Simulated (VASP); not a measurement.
# Li8H3F5 (P1) in VASP: a series of runs

Li8H3F5 is run at these levels: PBEsol, HSE06; tasks: single point, relaxation of volume and atoms at fixed shape.

All numbers are computed with VASP 6.6.1; they aren't measurements. Logs are shortened: lines on timing, memory, paths and dates and some standing lists are left out, and cuts for length are marked.

## 1. The cell of the first run

The typed cell holds 64 atoms: a = 8.018 Å, b = 8.018 Å, c = 8.018 Å, α = 90.00°, β = 90.00°, γ = 90.00°.

## 2. Single point, PBEsol

INCAR reads:

```
ALGO = Normal
EDIFF = 1E-6
ENCUT = 880
GGA = PS
GGA_COMPAT = F
ISIF = 2
ISMEAR = -1
ISYM = -1
LASPH = T
LCHARG = F
LREAL = Auto
LWAVE = F
NBANDS = 162
NELM = 120
PREC = Accurate
SIGMA = 0.05
```

KPOINTS reads:

```
explicit points
1
Reciprocal
  0.25000000   0.25000000   0.25000000 1
```

POSCAR reads:

```
Li8H3F5
1.0
    8.0179508189      0.0000000000      0.0000000000
    0.0000000000      8.0179508189      0.0000000000
    0.0000000000      0.0000000000      8.0179508189
F H Li
20 12 32
Direct
    0.2498810000      0.9997500000      0.9998570000
    0.2505520000      0.5000370000      0.9995570000
    0.7506170000      0.9996440000      0.9998660000
    0.7498270000      0.5001300000      0.9995490000
    0.0001980000      0.2496500000      0.4996560000
    0.0002410000      0.7498110000      0.9998750000
    0.0001590000      0.7501020000      0.4996480000
    0.5001550000      0.2502330000      0.4994970000
    0.5001000000      0.7494500000      0.4993550000
    0.5001430000      0.9998130000      0.2497800000
    0.5002300000      0.4998860000      0.2494180000
    0.5000910000      0.5000130000      0.7493920000
    0.2506890000      0.2498250000      0.2496220000
    0.2503650000      0.2499750000      0.7495970000
    0.2501720000      0.7498480000      0.2496280000
    0.2497720000      0.7496610000      0.7496480000
    0.7497010000      0.2497490000      0.2496160000
    0.7500300000      0.2500760000      0.7496530000
    0.7501290000      0.7499740000      0.2496870000
    0.7505940000      0.7497630000      0.7496600000
    0.2497450000      0.9999950000      0.5004870000
    0.2487580000      0.4996080000      0.4993400000
    0.7504150000      0.9999220000      0.5006870000
    0.7513110000      0.4997430000      0.4995610000
    0.0001840000      0.2499880000      0.9998080000
    0.5001680000      0.2490890000      0.9986760000
    0.5001900000      0.7509900000      0.9986960000
    0.0003290000      0.0006810000      0.2504700000
    0.0003060000      0.0005880000      0.7493410000
    0.0000110000      0.4989090000      0.2496600000
    0.0002050000      0.4989780000      0.7493170000
    0.5001300000      0.9997580000      0.7492830000
    0.0003560000      0.9983980000      0.9998010000
    0.0001180000      0.9996360000      0.4999060000
    0.0001980000      0.5012540000      0.9996780000
    0.9999990000      0.4997500000      0.4996390000
    0.5001260000      0.0000350000      0.0007730000
    0.5000490000      0.9998230000      0.4984700000
    0.5001950000      0.4999480000      0.9994720000
    0.5000400000      0.4998460000      0.4993080000
    0.2488640000      0.2496370000      0.9991520000
    0.2490180000      0.2495980000      0.4999150000
    0.2487600000      0.7502910000      0.9992120000
    0.2490620000      0.7500910000      0.4999600000
    0.7515810000      0.2496080000      0.9992200000
    0.7511630000      0.2494260000      0.5000100000
    0.7517440000      0.7502550000      0.9993470000
    0.7511340000      0.7500330000      0.4999390000
    0.2513170000      0.0002460000      0.2478670000
    0.2509640000      0.0003910000      0.7518710000
    0.2513890000      0.4995650000      0.2475060000
    0.2514870000      0.4994410000      0.7515870000
    0.7489420000      0.0003690000      0.2476960000
    0.7495310000      0.0003100000      0.7520150000
    0.7489770000      0.4992440000      0.2475810000
    0.7488270000      0.4993930000      0.7515920000
    0.0003570000      0.2500160000      0.2522880000
    0.0002140000      0.2499150000      0.7470030000
    0.0000320000      0.7496350000      0.2513970000
    0.0001180000      0.7498260000      0.7478540000
    0.5000540000      0.2501820000      0.2515020000
    0.5001910000      0.2504670000      0.7470790000
    0.5003610000      0.7497140000      0.2515700000
    0.5002860000      0.7491220000      0.7472120000
```

Potentials or basis: VASP PAW PBE potentials, release 64 (F, H, Li_sv).

Started as:

```bash
cat potpaw_PBE.64/F/POTCAR potpaw_PBE.64/H/POTCAR potpaw_PBE.64/Li_sv/POTCAR > POTCAR
mpirun -np 1 vasp_std > vasp.out
```

OUTCAR:

```text
EDIFF = 1E-6
   ENCUT = 880
   GGA = PS
   ISIF = 2
   ISMEAR = -1
   ISYM = -1
   LASPH = T
   LREAL = Auto
   NELM = 120
   PREC = Accurate

 ion  position               nearest neighbor table
   1  0.250  1.000  1.000-  50 1.99  49 1.99  43 2.00  33 2.00  41 2.00  37 2.01
   2  0.251  0.500  1.000-  51 1.99  52 1.99  39 2.00  43 2.01  35 2.01  41 2.01
   3  0.751  1.000  1.000-  53 1.99  54 1.99  47 2.00  33 2.00  45 2.00  37 2.01
   4  0.750  0.500  1.000-  56 1.99  55 1.99  39 2.00  47 2.01  35 2.01  45 2.01
   5  0.000  0.250  0.500-  58 1.98  57 1.98  42 2.00  46 2.00  34 2.00  36 2.01
   6  0.000  0.750  1.000-  47 1.99  43 1.99  35 1.99  33 1.99  59 2.02  60 2.02
[... 12 lines left out ...]
  19  0.750  0.750  0.250-  63 2.00  59 2.00  48 2.01  47 2.01  53 2.01  55 2.01
  20  0.751  0.750  0.750-  60 2.00  47 2.00  48 2.00  64 2.01  56 2.01  54 2.01
  21  0.250  1.000  0.500-
  22  0.249  0.500  0.499-
  23  0.750  1.000  0.501-
  24  0.751  0.500  0.500-
  25  0.000  0.250  1.000-
  26  0.500  0.249  0.999-
  27  0.500  0.751  0.999-
  28  0.000  0.001  0.250-
  29  0.000  0.001  0.749-
  30  0.000  0.499  0.250-
  31  0.000  0.499  0.749-
  32  0.500  1.000  0.749-
  33  0.000  0.998  1.000-   6 1.99   1 2.00   3 2.00
  34  0.000  1.000  0.500-   7 2.00   5 2.00
  35  0.000  0.501  1.000-   6 1.99   2 2.01   4 2.01
  36  1.000  0.500  0.500-   5 2.01   7 2.01
  37  0.500  0.000  0.001-  10 2.00   1 2.01   3 2.01
  38  0.500  1.000  0.498-  10 1.99   9 2.01   8 2.01
  39  0.500  0.500  0.999-   4 2.00   2 2.00  11 2.00  12 2.01
  40  0.500  0.500  0.499-   9 2.00   8 2.00  11 2.00  12 2.01
  41  0.249  0.250  0.999-  14 2.00   1 2.00   2 2.01  13 2.01
  42  0.249  0.250  0.500-   5 2.00  14 2.00  13 2.01   8 2.01
  43  0.249  0.750  0.999-   6 1.99   1 2.00  16 2.00   2 2.01  15 2.01
  44  0.249  0.750  0.500-   7 2.00  16 2.00  15 2.01   9 2.01
  45  0.752  0.250  0.999-  18 2.00   3 2.00  17 2.01   4 2.01
  46  0.751  0.249  0.500-   5 2.00  18 2.00  17 2.01   8 2.01
  47  0.752  0.750  0.999-   6 1.99   3 2.00  20 2.00   4 2.01  19 2.01
  48  0.751  0.750  0.500-   7 2.00  20 2.00  19 2.01   9 2.01
  49  0.251  0.000  0.248-   1 1.99  10 2.00  13 2.00  15 2.01
  50  0.251  0.000  0.752-   1 1.99  14 2.00  16 2.01
  51  0.251  0.500  0.248-   2 1.99  11 2.00  13 2.00  15 2.01
  52  0.251  0.499  0.752-   2 1.99  12 1.99  14 2.00  16 2.01
  53  0.749  0.000  0.248-   3 1.99  10 1.99  17 2.00  19 2.01
  54  0.750  0.000  0.752-   3 1.99  18 2.00  20 2.01
  55  0.749  0.499  0.248-   4 1.99  11 1.99  17 2.00  19 2.01
  56  0.749  0.499  0.752-   4 1.99  12 1.99  18 2.00  20 2.01
  57  0.000  0.250  0.252-   5 1.98  13 2.01  17 2.01
  58  0.000  0.250  0.747-   5 1.98  14 2.01  18 2.01
[... 192 lines left out ...]
   ISIF   =      2    stress and relaxation
   ISYM   =     -1    0-nonsym 1-usesym 2-fastsym
   POTIM  = 0.5000    time-step for ionic-motion
   TEBEG  =    0.0;   TEEND  =   0.0 temperature during run
   PSTRESS=    0.0 pullay stress
   NELECT =     248.0000    total number of electrons
   NUPDOWN=      -1.0000    fix difference up-down
   EMIN   =  10.00;   EMAX   =-10.00  energy-range for DOS
   EFERMI =   0.00;   METHOD = LEGACY
   ISMEAR =    -1;   SIGMA  =   0.05  broadening in eV -4-tet -1-fermi 0-gaus
   EFERMI_NEDOS =   21; number of points for ismear=-14 and -15
   IALGO  =     38    algorithm
   IMIX   =      4    mixing-type and parameters
     AMIX     =   0.40;   BMIX     =  1.00
     AMIX_MAG =   1.60;   BMIX_MAG =  1.00
  volume/ion in A,a.u.               =       8.05        54.35
  Fermi-wavevector in a.u.,A,eV,Ry     =   1.282809  2.424158 22.389733  1.645599
  Thomas-Fermi vector in A             =   2.415099
   LORBIT       =      0    0 simple, 1 ext, 2 COOP (PROOUT), +10 PAW based schemes
   GGA     = PS    functional components
   LHFCALC =     F    Hartree Fock is set to
   AEXX    =    0.0000 exact exchange contribution
   IVDW    =     0    specifies the selected vdW correction
   LEPSILON=     F    determine dielectric tensor
   LRPA    =     F    only Hartree local field effects (RPA)
 non-spin polarized calculation
  energy-cutoff  :      880.00
  volume of cell :      515.45
 maximum number of plane-waves:     30532
 NGX is ok and might be reduce to    80
   NGX = 39   NGY = 39   NGZ = 39

 number of electron     248.0000174 magnetization

 Free energy of the ion-electron system (eV)
  ---------------------------------------------------
  ext. energy  EPLUGINS =         0.00000000
  ---------------------------------------------------
  free energy    TOTEN  =      -269.31539673 eV

  energy without entropy =     -269.31539673  energy(sigma->0) =     -269.31539673

 E-fermi :   2.3283     XC(G=0):  -9.6456

 val. band max:        1.0455368840   @ k =   0.2500   0.2500   0.2500
 cond. band min:       6.9808640821   @ k =   0.2500   0.2500   0.2500
 fundamental gap:      5.9353271980
 Fermi energy:         2.3282783733

 k-point     1 :       0.2500    0.2500    0.2500
  band No.  band energies     occupation
      1     -42.1106      2.00000
      2     -42.0971      2.00000
      3     -42.0921      2.00000
      4     -42.0879      2.00000
      5     -42.0790      2.00000
      6     -42.0730      2.00000
[... 128 lines left out ...]
    135       8.0696      0.00000
    136       8.1844      0.00000
 [bands above 136 left out]

------------------------ aborting loop because EDIFF is reached ----------------------------------------

  FORCE on cell =-STRESS in cart. coord.  units (eV):
  Direction    XX          YY          ZZ          XY          YZ          ZX
  --------------------------------------------------------------------------------------
  -------------------------------------------------------------------------------------
  Total        0.4973595      0.6759057      0.2045852     -0.0543823      0.1224453      0.0035126
  in kB        1.5459337      2.1009057      0.6359085     -0.1690355      0.3805944      0.0109183
  external PRESSURE =       1.4275827 kB  Pullay stress =       0.0000000 kB

 VOLUME and BASIS-vectors are now :
 -----------------------------------------------------------------------------
  energy-cutoff  :      880.00
  volume of cell :      515.45
      direct lattice vectors                 reciprocal lattice vectors
     8.017950819  0.000000000  0.000000000     0.124720146  0.000000000  0.000000000
     0.000000000  8.017950819  0.000000000     0.000000000  0.124720146  0.000000000
     0.000000000  0.000000000  8.017950819     0.000000000  0.000000000  0.124720146

 POSITION                                       TOTAL-FORCE (eV/Angst)
 -----------------------------------------------------------------------------------
      2.00353      8.01595      8.01680        -0.001448      0.000890     -0.005568
      2.00891      4.00927      8.01440         0.000390     -0.003343     -0.005601
      6.01841      8.01510      8.01688         0.006524      0.001744     -0.003333
      6.01208      4.01002      8.01433         0.000846     -0.004432     -0.005412
      0.00159      2.00168      4.00622         0.001546     -0.005694     -0.003494
      0.00193      6.01195      8.01695         0.001604     -0.003257     -0.006767
[... 56 lines left out ...]
      4.01187      6.01117      2.01708        -0.006149     -0.000782     -0.038134
      4.01127      6.00642      5.99111        -0.007022      0.011674      0.022887
 -----------------------------------------------------------------------------------
    total drift:                                0.009178      0.055905      0.008073

  FREE ENERGIE OF THE ION-ELECTRON SYSTEM (eV)
  ---------------------------------------------------
  free  energy   TOTEN  =      -269.3153967345 eV

  energy  without entropy=     -269.3153967345  energy(sigma->0) =     -269.31539673
```

Run time: 4.2 min. Hardware: 1 thread of Intel Xeon 6975P-C (Granite Rapids), shared host; peak memory 0.96 GiB.

What came out:

```
Free energy            : -269.3154 eV
Pressure               : 0.1 GPa
Largest force          : 0.047 eV/Å
Band gap on the k mesh : 5.94 eV
```

Forces on the atoms (eV/Å):
```
F   -0.001  0.001 -0.006
F    0.000 -0.003 -0.006
F    0.007  0.002 -0.003
F    0.001 -0.004 -0.005
F    0.002 -0.006 -0.003
F    0.002 -0.003 -0.007
F    0.001 -0.005 -0.006
F   -0.001  0.002 -0.009
F    0.001 -0.005 -0.002
F    0.003 -0.002  0.000
F    0.002 -0.002 -0.005
F    0.003 -0.003 -0.014
F   -0.001 -0.005  0.001
F   -0.002 -0.003 -0.012
F   -0.004  0.000 -0.002
F   -0.007 -0.002 -0.010
F    0.004 -0.007 -0.002
F    0.005 -0.004 -0.009
F    0.011  0.000 -0.004
F    0.010 -0.005 -0.006
H   -0.003 -0.002  0.004
H   -0.002 -0.001  0.005
H    0.003  0.002  0.002
H    0.005  0.001 -0.002
H    0.000 -0.002 -0.003
H    0.002 -0.002 -0.001
H    0.003 -0.004 -0.004
H   -0.003 -0.003  0.003
H   -0.001 -0.001  0.000
H    0.000  0.004  0.006
H   -0.001  0.002 -0.005
H    0.000  0.000 -0.001
Li  -0.007  0.047  0.001
Li  -0.001  0.014  0.005
Li  -0.008 -0.044  0.011
Li   0.003  0.018  0.013
Li  -0.007 -0.009 -0.040
Li  -0.002  0.006  0.045
Li  -0.010  0.003  0.024
Li  -0.002  0.006  0.035
Li   0.026  0.007  0.019
Li   0.042  0.011  0.001
Li   0.035 -0.009  0.014
Li   0.044 -0.006  0.005
Li  -0.029  0.005  0.017
Li  -0.030  0.007 -0.002
Li  -0.033 -0.007  0.010
Li  -0.037  0.000  0.005
Li  -0.013  0.000  0.013
Li  -0.014 -0.007 -0.023
Li  -0.006 -0.002  0.013
Li  -0.021  0.004 -0.016
Li   0.014  0.002  0.010
Li   0.004 -0.008 -0.022
Li   0.007  0.012  0.015
Li   0.022  0.011 -0.018
Li  -0.005 -0.002 -0.022
Li  -0.005  0.002  0.027
Li   0.003  0.004 -0.035
Li   0.008 -0.003  0.019
Li   0.001 -0.008 -0.035
Li  -0.006 -0.003  0.030
Li  -0.006 -0.001 -0.038
Li  -0.007  0.012  0.023
```

Stress tensor (GPa, compression positive):
```
 0.15 -0.02  0.00
-0.02  0.21  0.04
 0.00  0.04  0.06
```

Caveat: the PAW data sets were made with another functional, which shifts forces and pressure a little; a shifted mesh leaves out Γ, where band edges can lie. A k mesh can miss the band edges.

[end of part 1 of 2]
